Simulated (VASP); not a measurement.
B63HN64 (a cell with a defect), 128 atoms in the cell. The cell holds a defect, 128 atoms: a = 10.251 Å, b = 10.251 Å, c = 10.251 Å, α = 60.00°, β = 60.00°, γ = 60.00°. 

```yaml
Program: VASP 6.6.1
Task: single point
Functional: PBE
Potentials_or_basis: VASP PAW PBE potentials, release 64 (B, N, H)
Cutoff: 520 eV
k_mesh: 1 × 1 × 1, shifted
Occupations: gaussian, width 0.01 eV
Spin: no spin polarisation
Dipole_correction: no
Charge: -2
Further_INCAR_settings: LREAL = Auto; ALGO = Normal; EDIFF = 1e-06; NBANDS = 325; NELECT = 512.0
```

Potentials or basis: VASP PAW PBE potentials, release 64 (B, N, H).

Command:

```bash
$ cat potpaw_PBE.64/B/POTCAR potpaw_PBE.64/N/POTCAR potpaw_PBE.64/H/POTCAR > POTCAR
$ mpirun -np 1 vasp_std > vasp.out
```

Hardware: 1 thread of AMD EPYC 9R45 96-Core Processor (Zen 5) (shared host).

**Question.** Estimate the wall time of this run.

**Answer.** Run time: 35 min on 1 thread of AMD EPYC 9R45 96-Core Processor (Zen 5), on a shared host, peak memory 1.4 GiB. Counts: scf iterations 16, k points 4.
